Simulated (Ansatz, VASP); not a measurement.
# TaN in VASP and in Ansatz

```
Ta N
1.0
     2.93104    0.00000    0.00000
    -1.46552    2.53836    0.00000
     0.00000    0.00000    2.88934
Ta N
1 1
Direct
  0.33333 0.66667 0.50000
  0.00000 0.00000 0.00000
```

Alike in both runs: functional BLYP; dispersion D3(BJ); k mesh 13 × 13 × 12; occupations fermi-dirac, width 0.1 eV; no spin polarisation.

Ansatz relaxed the structure, and its values are those at the end. VASP's run is a single point on that final structure, the one shown.

|  | VASP | Ansatz |
| --- | --- | --- |
| version | VASP 6.6.1 | Ansatz 0.2.0 |
| potentials or method | VASP PAW PBE potentials, release 64 (Ta_sv_GW, N), cutoff 700 eV | plane waves, PAW |
| valence electrons in the cell | 18 | 18 |

|  | VASP | Ansatz | Ansatz less VASP |
| --- | --- | --- | --- |
| pressure (GPa) | 0.9 | 0.0 | -0.91 |

VASP's potentials were made for PBE, not for BLYP.

Neither program's run includes spin-orbit coupling.
